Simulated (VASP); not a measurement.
# BaS (F-43m) in VASP: single point with PBE-based global hybrid

Aim: the single point of BaS with PBE-based global hybrid.

Program: VASP 6.6.1. These are calculated values, not measurements. Logs are shortened: lines on timing, memory, paths and dates and some standing lists are left out, and cuts for length are marked.

**1. The cell of the first run**

The structure is cubic, space group F-43m (No. 216). Conventional cell: a = 7.039 Å, b = 7.039 Å, c = 7.039 Å, α = 90.00°, β = 90.00°, γ = 90.00°. Within 4.0 Å of Ba (site symmetry -43m) lie 4 S at 3.05 Å. S (site symmetry -43m) has 4 Ba at 3.05 Å within 4.0 Å.

**2. Single point, PBE-based global hybrid**

POSCAR

```
BaS
1.0
    0.0000000000      3.5194117709      3.5194117709
    3.5194117709      0.0000000000      3.5194117709
    3.5194117709      3.5194117709      0.0000000000
Ba S
1 1
Direct
    0.0000000000      0.0000000000      0.0000000000
    0.2500000000      0.2500000000      0.2500000000
```

INCAR.step1

```
SYSTEM = BaS
PREC = Accurate ; ENCUT = 520
EDIFF = 1E-5 ; ISMEAR = 0
SIGMA = 0.01 ; LREAL = .False.
LASPH = .True. ; NELM = 60
ALGO = Normal ; ISIF = 2
LWAVE = .True. ; LCHARG = .False.
GGA = PE ; NBANDS = 15
```

INCAR.step2

```
SYSTEM = BaS
PREC = Accurate ; ENCUT = 520
EDIFF = 1E-6 ; ISMEAR = 0
SIGMA = 0.01 ; LREAL = .False.
LASPH = .True. ; NELM = 60
ALGO = Normal ; ISIF = 2
LWAVE = .False. ; LCHARG = .False.
GGA = PE ; LHFCALC = .True.
AEXX = 0.05 ; PRECFOCK = Normal
ISTART = 1 ; NBANDS = 15
```

KPOINTS

```
Automatic mesh
0
Gamma
  4 4 4
  0 0 0
```

Potentials or basis: VASP PAW PBE potentials, release 64 (Ba_sv, S).

Run with:

```sh
cat potpaw_PBE.64/Ba_sv/POTCAR potpaw_PBE.64/S/POTCAR > POTCAR
cp INCAR.step1 INCAR
mpirun -np 1 vasp_std > vasp.out
cp INCAR.step2 INCAR
mpirun -np 1 vasp_std > vasp.out
```

OUTCAR:

```text
SYSTEM = BaS
   PREC = Accurate
   ENCUT = 520
   EDIFF = 1E-6
   ISMEAR = 0
   LREAL = .False.
   LASPH = .True.
   NELM = 60
   ISIF = 2
   GGA = PE
   LHFCALC = .True.
   AEXX = 0.05
   PRECFOCK = Normal
   ISTART = 1

 ion  position               nearest neighbor table
   1  0.000  0.000  0.000-   2 3.05   2 3.05   2 3.05   2 3.05
   2  0.250  0.250  0.250-   1 3.05   1 3.05   1 3.05   1 3.05

  LATTYP: Found a face centered cubic cell.
 ALAT       =     7.0388235418

  Lattice vectors:

 A1 = (   0.0000000000,   3.5194117709,   3.5194117709)
 A2 = (   3.5194117709,   0.0000000000,   3.5194117709)
 A3 = (   3.5194117709,   3.5194117709,   0.0000000000)

Analysis of symmetry for initial positions (statically):
=====================================================================
 Subroutine PRICEL returns:
 Original cell was already a primitive cell.

 Routine SETGRP: Setting up the symmetry group for a
 face centered cubic supercell.

 Subroutine GETGRP returns: Found 24 space group operations
 (whereof 24 operations were pure point group operations)
 out of a pool of 48 trial point group operations.

The static configuration has the point symmetry T_d .

Analysis of symmetry for dynamics (positions and initial velocities):
=====================================================================
 Subroutine PRICEL returns:
 Original cell was already a primitive cell.

 Routine SETGRP: Setting up the symmetry group for a
 face centered cubic supercell.

 Subroutine GETGRP returns: Found 24 space group operations
 (whereof 24 operations were pure point group operations)
 out of a pool of 48 trial point group operations.

The dynamic configuration has the point symmetry T_d .

 Subroutine INISYM returns: Found 24 space group operations
 (whereof 24 operations are pure point group operations),
 and found     1 'primitive' translations

----------------------------------------------------------------------------------------

                                     Primitive cell

  volume of cell :      87.1847

  direct lattice vectors                    reciprocal lattice vectors
     0.000000000  3.519411771  3.519411771    -0.142069196  0.142069196  0.142069196
     3.519411771  0.000000000  3.519411771     0.142069196 -0.142069196  0.142069196
     3.519411771  3.519411771  0.000000000     0.142069196  0.142069196 -0.142069196

  length of vectors
     4.977199858  4.977199858  4.977199858     0.246071065  0.246071065  0.246071065

  position of ions in fractional coordinates (direct lattice)
     0.000000000  0.000000000  0.000000000
     0.250000000  0.250000000  0.250000000

  ion indices of the primitive-cell ions
   primitive index   ion index
                 1           1
                 2           2

----------------------------------------------------------------------------------------

 KPOINTS: Automatic mesh

Automatic generation of k-mesh.
 Grid dimensions read from file:
 generate k-points for:    4    4    4

 Generating k-lattice:

  Cartesian coordinates                     Fractional coordinates (reciprocal lattice)
    -0.035517299  0.035517299  0.035517299     0.250000000  0.000000000  0.000000000
     0.035517299 -0.035517299  0.035517299     0.000000000  0.250000000  0.000000000
     0.035517299  0.035517299 -0.035517299     0.000000000  0.000000000  0.250000000

  Length of vectors
     0.061517766  0.061517766  0.061517766

  Shift w.r.t. Gamma in fractional coordinates (k-lattice)
     0.000000000  0.000000000  0.000000000

 Subroutine IBZKPT returns following result:
 ===========================================

 Found      8 irreducible k-points:

 Following reciprocal coordinates:
            Coordinates               Weight
  0.000000  0.000000  0.000000      1.000000
  0.250000  0.000000  0.000000      8.000000
  0.500000  0.000000  0.000000      4.000000
  0.250000  0.250000  0.000000      6.000000
  0.500000  0.250000  0.000000     24.000000
 -0.250000  0.250000  0.000000     12.000000
  0.500000  0.500000  0.000000      3.000000
 -0.250000  0.500000  0.250000      6.000000
   k-points           NKPTS =      8   k-points in BZ     NKDIM =     64   number of bands    NBANDS=     15
   number of dos      NEDOS =    301   number of ions     NIONS =      2
   total plane-waves  NPLWV =  64000
   dimension x,y,z NGX =    40 NGY =   40 NGZ =   40
   dimension x,y,z NGXF=    80 NGYF=   80 NGZF=   80
   ions per type =               1   1
   NGX,Y,Z   is equivalent  to a cutoff of  13.36, 13.36, 13.36 a.u.
   NGXF,Y,Z  is equivalent  to a cutoff of  26.72, 26.72, 26.72 a.u.
 SYSTEM =  BaS
   PREC   = accura    normal or accurate (medium, high low for compatibility)
   ISTART =      1    job   : 0-new  1-cont  2-samecut
   ICHARG =      0    charge: 1-file 2-atom 10-const
   ISPIN  =      1    spin polarized calculation?
   LNONCOLLINEAR =      F non collinear calculations
   LSORBIT =      F    spin-orbit coupling
   LASPH  =      T    aspherical Exc in radial PAW
   ENCUT  =  520.0 eV  38.22 Ry    6.18 a.u.   9.25  9.25  9.25*2*pi/ulx,y,z
   NELM   =     60;   NELMIN=  2; NELMDL=  0     # of ELM steps
   EDIFF  = 0.1E-05   stopping-criterion for ELM
   LREAL  =      F    real-space projection
   EDIFFG = 0.1E-04   stopping-criterion for IOM
   NSW    =      0    number of steps for IOM
   IBRION =     -1    ionic relax: 0-MD 1-quasi-New 2-CG
   NFREE  =      0    steps in history (QN), initial steepest desc. (CG)
   ISIF   =      2    stress and relaxation
   ISYM   =      3    0-nonsym 1-usesym 2-fastsym
   POTIM  = 0.5000    time-step for ionic-motion
   TEBEG  =    0.0;   TEEND  =   0.0 temperature during run
   PSTRESS=    0.0 pullay stress
   NELECT =      16.0000    total number of electrons
   NUPDOWN=      -1.0000    fix difference up-down
   EMIN   =  10.00;   EMAX   =-10.00  energy-range for DOS
   EFERMI =   0.00;   METHOD = LEGACY
   ISMEAR =     0;   SIGMA  =   0.01  broadening in eV -4-tet -1-fermi 0-gaus
   EFERMI_NEDOS =   21; number of points for ismear=-14 and -15
   IALGO  =     38    algorithm
   IMIX   =      1    mixing-type and parameters
     AMIX     =   0.40;   BMIX     =  1.00
     AMIX_MAG =   1.60;   BMIX_MAG =  1.00
  volume/ion in A,a.u.               =      43.59       294.18
  Fermi-wavevector in a.u.,A,eV,Ry     =   0.930325  1.758060 11.775908  0.865505
  Thomas-Fermi vector in A             =   2.056702
   LORBIT       =      0    0 simple, 1 ext, 2 COOP (PROOUT), +10 PAW based schemes
   GGA     = PE    functional components
   LHFCALC =     T    Hartree Fock is set to
   PRECFOCK=normal    Normal, Fast or Accurate (Low or Medium for compatibility)
   ENCUT4O =  -1.0   cutoff for four orbital integrals eV
   NKREDX  =     1    reduce k-point grid by
   NKREDY  =     1    reduce k-point grid by
   NKREDZ  =     1    reduce k-point grid by
   AEXX    =    0.0500 exact exchange contribution
   HFSCREEN=    0.0000 screening length (either q_TF or 0.3 A-1)
   HFSCREENC=   0.0000 screening length for correlation (either q_TF or 0.3 A-1)
   ENCUTFOCK=  -1.0 apply spherical cutoff to Coloumb kernel
   IVDW    =     0    specifies the selected vdW correction
   LEPSILON=     F    determine dielectric tensor
   LRPA    =     F    only Hartree local field effects (RPA)
 non-spin polarized calculation
 Gauss-broadening in eV      SIGMA  =   0.01
  energy-cutoff  :      520.00
  volume of cell :       87.18
 maximum number of plane-waves:      2397
 NGX is ok and might be reduce to    40
  NGX = 28; NGY = 28; NGZ = 28

 number of electron      15.9999999 magnetization

 Free energy of the ion-electron system (eV)
  ---------------------------------------------------
  ext. energy  EPLUGINS =         0.00000000
  ---------------------------------------------------
  free energy    TOTEN  =       -10.10516641 eV

  energy without entropy =      -10.10516641  energy(sigma->0) =      -10.10516641

 E-fermi :  -0.2919     XC(G=0):  -6.8760

 val. band max:       -0.3817985752   @ k =  -0.2500   0.5000   0.2500
 cond. band min:       2.6931154221   @ k =   0.0000   0.0000   0.0000
 fundamental gap:      3.0749139973
 Fermi energy:        -0.2918655559

 k-point     1 :       0.0000    0.0000    0.0000
  band No.  band energies     occupation
      1     -26.8299      2.00000
      2     -11.7976      2.00000
      3     -11.7976      2.00000
      4     -11.7976      2.00000
      5     -10.5064      2.00000
      6      -1.0679      2.00000
      7      -1.0679      2.00000
      8      -1.0679      2.00000
      9       2.6931      0.00000
     10       5.0413      0.00000
     11       5.0413      0.00000
     12       6.9685      0.00000
     13       6.9685      0.00000
     14       6.9685      0.00000
     15       9.9816      0.00000

 k-point     2 :       0.2500    0.0000    0.0000
  band No.  band energies     occupation
      1     -26.8224      2.00000
      2     -12.1864      2.00000
      3     -11.8181      2.00000
      4     -11.8181      2.00000
      5     -10.1061      2.00000
      6      -1.1396      2.00000
      7      -0.9301      2.00000
      8      -0.9301      2.00000
      9       3.7859      0.00000
     10       4.8080      0.00000
     11       4.8080      0.00000
     12       6.4083      0.00000
     13       7.3704      0.00000
     14       7.3704      0.00000
     15       7.7371      0.00000

 k-point     3 :       0.5000    0.0000    0.0000
  band No.  band energies     occupation
      1     -26.8148      2.00000
      2     -12.4566      2.00000
      3     -11.8383      2.00000
      4     -11.8383      2.00000
      5      -9.8359      2.00000
      6      -0.9897      2.00000
      7      -0.8064      2.00000
      8      -0.8064      2.00000
      9       4.4071      0.00000
     10       5.2315      0.00000
     11       5.2315      0.00000
     12       5.3849      0.00000
     13       6.3768      0.00000
     14       6.3768      0.00000
     15       8.5597      0.00000

 k-point     4 :       0.2500    0.2500    0.0000
  band No.  band energies     occupation
      1     -26.8199      2.00000
      2     -12.2498      2.00000
      3     -11.8484      2.00000
      4     -11.8484      2.00000
      5      -9.9895      2.00000
      6      -1.3692      2.00000
      7      -0.7575      2.00000
      8      -0.7575      2.00000
      9       3.7609      0.00000
     10       4.3312      0.00000
     11       5.5631      0.00000
     12       6.8657      0.00000
     13       7.0209      0.00000
     14       7.0209      0.00000
     15       9.0464      0.00000

 k-point     5 :       0.5000    0.2500    0.0000
  band No.  band energies     occupation
      1     -26.8123      2.00000
      2     -12.4717      2.00000
      3     -11.9149      2.00000
      4     -11.8686      2.00000
      5      -9.7173      2.00000
      6      -1.2032      2.00000
      7      -0.6511      2.00000
      8      -0.6019      2.00000
      9       3.6340      0.00000
     10       4.6030      0.00000
     11       5.5153      0.00000
     12       6.6362      0.00000
     13       6.6659      0.00000
     14       7.3667      0.00000
     15       8.8093      0.00000

 k-point     6 :      -0.2500    0.2500    0.0000
  band No.  band energies     occupation
      1     -26.8148      2.00000
      2     -12.4032      2.00000
      3     -11.9166      2.00000
      4     -11.8386      2.00000
      5      -9.8030      2.00000
      6      -1.0234      2.00000
      7      -0.8344      2.00000
      8      -0.7714      2.00000
      9       4.0294      0.00000
     10       4.5663      0.00000
     11       5.0302      0.00000
     12       6.2456      0.00000
     13       7.1603      0.00000
     14       7.5409      0.00000
     15       8.2815      0.00000

 k-point     7 :       0.5000    0.5000    0.0000
  band No.  band energies     occupation
      1     -26.8098      2.00000
      2     -12.5442      2.00000
      3     -11.8984      2.00000
      4     -11.8984      2.00000
      5      -9.6422      2.00000
      6      -1.4765      2.00000
      7      -0.3893      2.00000
      8      -0.3893      2.00000
      9       3.3964      0.00000
     10       4.5263      0.00000
     11       6.2883      0.00000
     12       6.2883      0.00000
     13       6.3546      0.00000
     14       8.4877      0.00000
     15       8.7811      0.00000

 k-point     8 :      -0.2500    0.5000    0.2500
  band No.  band energies     occupation
      1     -26.8098      2.00000
      2     -12.5132      2.00000
      3     -11.9453      2.00000
      4     -11.9006      2.00000
      5      -9.6228      2.00000
      6      -0.9904      2.00000
      7      -0.9076      2.00000
      8      -0.3818      2.00000
      9       3.3548      0.00000
     10       4.2615      0.00000
     11       5.9072      0.00000
     12       6.3585      0.00000
     13       7.4209      0.00000
     14       8.5060      0.00000
     15       8.6500      0.00000

------------------------ aborting loop because EDIFF is reached ----------------------------------------

  FORCE on cell =-STRESS in cart. coord.  units (eV):
  Direction    XX          YY          ZZ          XY          YZ          ZX
  --------------------------------------------------------------------------------------
  -------------------------------------------------------------------------------------
  Total        0.1731928      0.1731928      0.1731928      0.0000000     -0.0000000     -0.0000000
  in kB        3.1827333      3.1827333      3.1827333      0.0000000     -0.0000000     -0.0000000
  external PRESSURE =       3.1827333 kB  Pullay stress =       0.0000000 kB

 VOLUME and BASIS-vectors are now :
 -----------------------------------------------------------------------------
  energy-cutoff  :      520.00
  volume of cell :       87.18
      direct lattice vectors                 reciprocal lattice vectors
     0.000000000  3.519411771  3.519411771    -0.142069196  0.142069196  0.142069196
     3.519411771  0.000000000  3.519411771     0.142069196 -0.142069196  0.142069196
     3.519411771  3.519411771  0.000000000     0.142069196  0.142069196 -0.142069196

 POSITION                                       TOTAL-FORCE (eV/Angst)
 -----------------------------------------------------------------------------------
      0.00000      0.00000      0.00000        -0.000000     -0.000000     -0.000000
      1.75971      1.75971      1.75971         0.000000      0.000000      0.000000
 -----------------------------------------------------------------------------------
    total drift:                                0.000001      0.000000     -0.000003

  FREE ENERGIE OF THE ION-ELECTRON SYSTEM (eV)
  ---------------------------------------------------
  free  energy   TOTEN  =       -10.1051664111 eV

  energy  without entropy=      -10.1051664111  energy(sigma->0) =      -10.10516641
```

Wall time 3.8 min (1 thread of AMD EPYC 9R14 (Zen 4), shared host); peak memory 0.22 GiB.

Results:

| Property | Result |
| --- | --- |
| Free energy | -10.1052 eV |
| Pressure | 0.3 GPa |
| Band gap on the k mesh | 3.07 eV, indirect (least direct gap 3.74 eV) |

Levels at points of the mesh, in eV from the valence-band top:
```csv
k point,band 6,band 7,band 8,band 9,band 10,band 11
"(0.00, 0.00, 0.00)",-0.69,-0.69,-0.69,3.07,5.42,5.42
"(0.50, 0.00, 0.00)",-0.61,-0.42,-0.42,4.79,5.61,5.61
"(0.50, 0.50, 0.00)",-1.09,-0.01,-0.01,3.78,4.91,6.67
```

Caveat: the PAW data sets were made with another functional, which shifts forces and pressure a little; spin-orbit coupling is left out, which moves the levels of the heavy elements. A k mesh can miss the band edges.
